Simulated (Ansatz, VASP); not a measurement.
## One calculation of Au, two programs

INCAR

```
SYSTEM = Au
  ALGO = Fast
  EDIFF = 1E-7
  ENCUT = 520
  GGA = PS
  ISIF = 2
  ISMEAR = 0
  LASPH = .TRUE.
  LCHARG = .FALSE.
  LREAL = .FALSE.
  LWAVE = .FALSE.
  NBANDS = 12
  NELM = 80
  PREC = Accurate
  SIGMA = 0.15
```

Contents of KPOINTS:

```
k-points
0
G
  26 26 26
  0 0 0
```

The input POSCAR:

```
Au
1.0
    0.0000000000      2.0725634009      2.0419343851
    2.0725634009      0.0000000000      2.0419343851
    2.0725634009      2.0725634009      0.0000000000
Au
1
Direct
    0.0000000000      0.0000000000      0.0000000000
```

Input for Ansatz:

```yaml
crystal:
  lattice:
    - [0.0, 2.0725634009, 2.0419343851]
    - [2.0725634009, 0.0, 2.0419343851]
    - [2.0725634009, 2.0725634009, 0.0]
  atoms:
    - { symbol: Au, position: [0.0, 0.0, 0.0] }
basis:
  ecutwfc: 420
kpoints:
  mp_grid: { grid: [26, 26, 26] }
hamiltonian:
  xc: pbesol
scf:
  occupations: { method: gaussian, width: 0.15 }
output:
  forces: true
  stress: true
  eigenvalues: true
```

Change from the starting cell: strain +0.015 along x and y, +0.000 along z, atoms carried along.

Alike in both runs: task single point; functional PBEsol; k mesh 26 × 26 × 26; occupations gaussian, width 0.15 eV; no spin polarisation.

|  | VASP | Ansatz |
| --- | --- | --- |
| version | VASP 6.6.1 | Ansatz 0.2.0 |
| potentials or method | VASP PAW PBE potentials, release 64 (Au), cutoff 520 eV | scalar-relativistic, plane waves, PAW |
| valence electrons in the cell | 11 | 19 |

|  | VASP | Ansatz | Ansatz less VASP |
| --- | --- | --- | --- |
| gap on the k mesh at the Fermi level (eV) | none | none | - |
| pressure (GPa) | -5.1 | -4.9 | +0.23 |
| traceless stress, the component that is largest in VASP (GPa) | 0.31 | 0.31 | -0.003 |

VASP's potentials were made for PBE, not for PBEsol. A gap of «none» marks a metal or a gap that the smearing closes. VASP's potentials hold 11 valence electrons a cell and Ansatz's 19, so a difference there can come from the potentials and not from the codes.

Neither program's run includes spin-orbit coupling.
